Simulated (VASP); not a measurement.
The system is Co.

```
Co
1.0
     2.50740    0.00000    0.00000
    -1.25370    2.17147    0.00000
     0.00000    0.00000    4.06990
Co
2
Direct
  0.33333 0.66667 0.25000
  0.66667 0.33333 0.75000
```

| Quantity | Value |
| --- | --- |
| Program | VASP 6.6.1 |
| Task | relaxation of volume and atoms at fixed shape |
| Functional | LDA |
| Potentials or basis | VASP PAW LDA potentials, release 64 (Co) |
| Cutoff | 600 eV |
| k mesh | 12 × 12 × 6 |
| Occupations | fermi-dirac, width 0.1 eV |
| Spin | collinear spin, ferromagnetic start |
| Starting moments | [2.5, 2.5] μB |

At the start: pressure -22.3 GPa; volume 11.08 Å³/atom.

How do energy, volume and symmetry change on relaxing?

Over 4 steps the energy falls by 89.1 meV/atom and the volume is 9.93 Å³/atom (-10.3 %); space group P6_3/mmc (No. 194, to 0.05 Å); moment 2.81 μB per cell.

Step by step:
| step | energy change (eV) | largest force (eV/Å) | pressure (GPa) | volume (Å³) |
| --- | --- | --- | --- | --- |
| 1 | 0.0000 | 0.0000 | -22.31 | 22.16 |
| 2 | 0.0789 | 0.0000 | 39.61 | 17.57 |
| 3 | -0.1781 | 0.0000 | -0.65 | 19.91 |
| 4 | -0.1782 | 0.0000 | -0.07 | 19.87 |

Final structure:
```
Co
1.0
     2.41774    0.00000    0.00000
    -1.20887    2.09383    0.00000
     0.00000    0.00000    3.92437
Co
2
Direct
  0.33333 0.66667 0.25000
  0.66667 0.33333 0.75000
```

Caveat: the volume moved by -10 % from the deposited cell, more than functionals usually miss.
